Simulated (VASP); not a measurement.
Write the native input for VASP 6.6.1 that does the following.

* Task: single point
* Functional: PBE
* Potentials or basis: VASP PAW PBE potentials, release 64 (B, P)
* Cutoff: 520 eV
* k mesh: 8 × 8 × 8
* Occupations: gaussian, width 0.1 eV
* Spin: no spin polarisation
* Dipole correction: no
* Further INCAR settings: ALGO = Normal; EDIFF = 1e-07; NBANDS = 11

The structure of BP (kpbe) lies in POSCAR:

```
BP
1.0
    0.0000000000      2.2660723800      2.2660723800
    2.2660723800      0.0000000000      2.2660723800
    2.2660723800      2.2660723800      0.0000000000
B P
1 1
Direct
    0.0000000000      0.0000000000      0.0000000000
    0.7500000000      0.7500000000      0.7500000000
```

These files were run (other wordings do the same):

INCAR

```
SYSTEM = BP
  ALGO = Normal
  EDIFF = 1E-7
  ENCUT = 520
  GGA = PE
  ISIF = 2
  ISMEAR = 0
  LASPH = .True.
  LCHARG = .False.
  LREAL = .False.
  LWAVE = .False.
  NBANDS = 11
  NELM = 80
  PREC = Accurate
  SIGMA = 0.1
```

KPOINTS

```
k-points
0
Gamma
  8 8 8
  0 0 0
```

Potentials or basis: VASP PAW PBE potentials, release 64 (B, P).

Launch:

```bash
$ cat potpaw_PBE.64/B/POTCAR potpaw_PBE.64/P/POTCAR > POTCAR
$ mpirun -np 1 vasp_std > vasp.out
```

Results of the run:

- Pressure: 1.6 GPa
- Band gap on the k mesh: 1.26 eV, indirect (least direct gap 3.41 eV)

It took 7.6 s on 1 thread of Intel(R) Xeon(R) Platinum 8488C (Sapphire Rapids) (shared host), peak memory 0.13 GiB.
